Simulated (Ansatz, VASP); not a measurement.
## Two plane-wave programs on Ta

Contents of INCAR:

```
SYSTEM = Ta
PREC = Accurate ; ENCUT = 520
EDIFF = 1E-7 ; ISMEAR = 0
SIGMA = 0.15 ; LREAL = .False.
LASPH = .True. ; NELM = 100
ALGO = Fast ; ISIF = 2
LWAVE = .False. ; LCHARG = .False.
GGA = PS ; NBANDS = 12
```

File KPOINTS:

```
Automatic mesh
0
Gamma
  22 22 22
  0 0 0
```

POSCAR

```
Ta
1.0
   -1.8303622268      1.6560420147      1.6560420147
    1.6560420147     -1.8303622268      1.6560420147
    1.6560420147      1.6560420147     -1.8303622268
Ta
1
Direct
    0.0000000000      0.0000000000      0.0000000000
```

Input for Ansatz:

```yaml
crystal:
  lattice:
    - [-1.8303622268, 1.6560420147, 1.6560420147]
    - [1.6560420147, -1.8303622268, 1.6560420147]
    - [1.6560420147, 1.6560420147, -1.8303622268]
  atoms:
    - { symbol: Ta, position: [0.0, 0.0, 0.0] }
basis:
  ecutwfc: 420
kpoints:
  mp_grid: { grid: [22, 22, 22] }
hamiltonian:
  xc: pbesol
scf:
  occupations: { method: gaussian, width: 0.15 }
output:
  forces: true
  stress: true
  eigenvalues: true
```

Alike in both runs: task single point; functional PBEsol; k mesh 22 × 22 × 22; occupations gaussian, width 0.15 eV; no spin polarisation.

|  | VASP | Ansatz |
| --- | --- | --- |
| version | VASP 6.6.1 | Ansatz 0.2.0 |
| potentials or method | VASP PAW PBE potentials, release 64 (Ta_pv), cutoff 520 eV | scalar-relativistic, plane waves, PAW |
| valence electrons in the cell | 11 | 13 |

Ansatz gave:

| Item | Value |
| --- | --- |
| gap on the k mesh at the Fermi level (eV) | none |
| pressure (GPa) | -0.5 |
| traceless stress, the component that is largest in VASP (GPa) | 8.59 |

**Question.** Which values does VASP return?

**Answer.** gap on the k mesh at the Fermi level (eV): none; pressure (GPa): -0.3; traceless stress, the component that is largest in VASP (GPa): 8.72.

VASP's potentials were made for PBE, not for PBEsol. A gap of «none» marks a metal or a gap that the smearing closes. With one functional, cell and mesh, what is left measures potentials, basis and numerics. VASP's potentials hold 11 valence electrons a cell and Ansatz's 13, so a difference there can come from the potentials and not from the codes.

Neither program's run includes spin-orbit coupling.
